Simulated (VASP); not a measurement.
Write the native input for VASP 6.6.1 that does the following.

- Task: single point
- Functional: PBE
- Potentials or basis: VASP PAW PBE potentials, release 64 (Ni, O)
- Cutoff: 520 eV
- k mesh: 18 × 18 × 18
- Occupations: gaussian, width 0.1 eV
- Spin: collinear spin, ferromagnetic start
- Starting moments: [1.6, 0.32] μB
- Dipole correction: no
- Further INCAR settings: ALGO = Normal; EDIFF = 1e-06; NBANDS = 19

The structure of NiO lies in POSCAR:

```
NiO
1.0
    0.0000000000      2.0651401058      2.0651401058
    2.0651401058      0.0000000000      2.0651401058
    2.0651401058      2.0651401058      0.0000000000
Ni O
1 1
Direct
    0.0000000000      0.0000000000      0.0000000000
    0.5000000000      0.5000000000      0.5000000000
```

This cell differs from its parent crystal: volume scaled by 0.94.

One way to write it, as run:

INCAR

```
PREC = Accurate ; ENCUT = 520
EDIFF = 1E-6 ; ISMEAR = 0
SIGMA = 0.1 ; LREAL = F
LASPH = T ; NELM = 150
ALGO = Normal ; ISIF = 2
LWAVE = F ; LCHARG = F
ISPIN = 2 ; MAGMOM = 1.6 0.32
LORBIT = 11 ; LMAXMIX = 4
GGA = PE ; NBANDS = 19
```

KPOINTS

```
regular mesh
0
Gamma
  18 18 18
```

Potentials or basis: VASP PAW PBE potentials, release 64 (Ni, O).

Launch:

```sh
$ cat potpaw_PBE.64/Ni/POTCAR potpaw_PBE.64/O/POTCAR > POTCAR
$ mpirun -np 1 vasp_std > vasp.out
```

It gave:

- Pressure: 11.3 GPa
- Net moment: 1.59 μB per cell
- Site moments: Ni +1.32; O +0.23 μB
- Valence electrons inside the program's atomic spheres: Ni 9.06; O 4.99

Caveat: a cell with one magnetic atom can't hold antiferromagnetic order, which such compounds often take.

Wall time 66 s on 1 thread of Intel(R) Xeon(R) Platinum 8559C (Emerald Rapids), with other jobs on the host, peak memory 0.23 GiB.
